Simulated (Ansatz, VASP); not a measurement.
## InAs: VASP beside Ansatz

The input INCAR:

```
ALGO = Normal
EDIFF = 1E-6
ENCUT = 520
GGA = PS
ISIF = 2
ISMEAR = 0
LASPH = T
LCHARG = T
LELF = T
LREAL = F
LVHAR = T
LWAVE = F
NBANDS = 16
NELM = 60
PREC = Accurate
SIGMA = 0.15
```

KPOINTS

```
k-points
0
Gamma
  18 18 18
```

File POSCAR:

```
InAs
1.0
    0.0000000000      2.9980769672      2.9524209728
    2.9980769672      0.0000000000      2.9524209728
    2.9980769672      2.9980769672      0.0000000000
In As
1 1
Direct
    0.0000000000      0.0000000000      0.0000000000
    0.7500000000      0.7500000000      0.7500000000
```

Input for Ansatz:

```yaml
crystal:
  lattice:
    - [0.0, 2.9980769672, 2.9524209728]
    - [2.9980769672, 0.0, 2.9524209728]
    - [2.9980769672, 2.9980769672, 0.0]
  atoms:
    - { symbol: In, position: [0.0, 0.0, 0.0] }
    - { symbol: As, position: [0.75, 0.75, 0.75] }
basis:
  ecutwfc: 420
kpoints:
  mp_grid: { grid: [18, 18, 18] }
hamiltonian:
  xc: pbesol
scf:
  occupations: { method: gaussian, width: 0.15 }
output:
  forces: true
  stress: true
  eigenvalues: true
```

Change from the starting cell: strain -0.015 along x and y, -0.030 along z, atoms carried along.

Alike in both runs: task single point; functional PBEsol; k mesh 18 × 18 × 18; occupations gaussian, width 0.15 eV; no spin polarisation.

|  | VASP | Ansatz |
| --- | --- | --- |
| version | VASP 6.6.1 | Ansatz 0.2.0 |
| potentials or method | VASP PAW PBE potentials, release 64 (In_d, As), cutoff 520 eV | scalar-relativistic, plane waves, PAW |
| valence electrons in the cell | 18 | 28 |

```csv
,VASP,Ansatz,Ansatz less VASP
gap on the k mesh at the Fermi level (eV),none,none,-
pressure (GPa),4.0,3.9,-0.11
"traceless stress, the component that is largest in VASP (GPa)",0.32,0.32,0.000
```

VASP's potentials were made for PBE, not for PBEsol. A gap of «none» marks a metal or a gap that the smearing closes. VASP's potentials hold 18 valence electrons a cell and Ansatz's 28, so a difference there can come from the potentials and not from the codes.
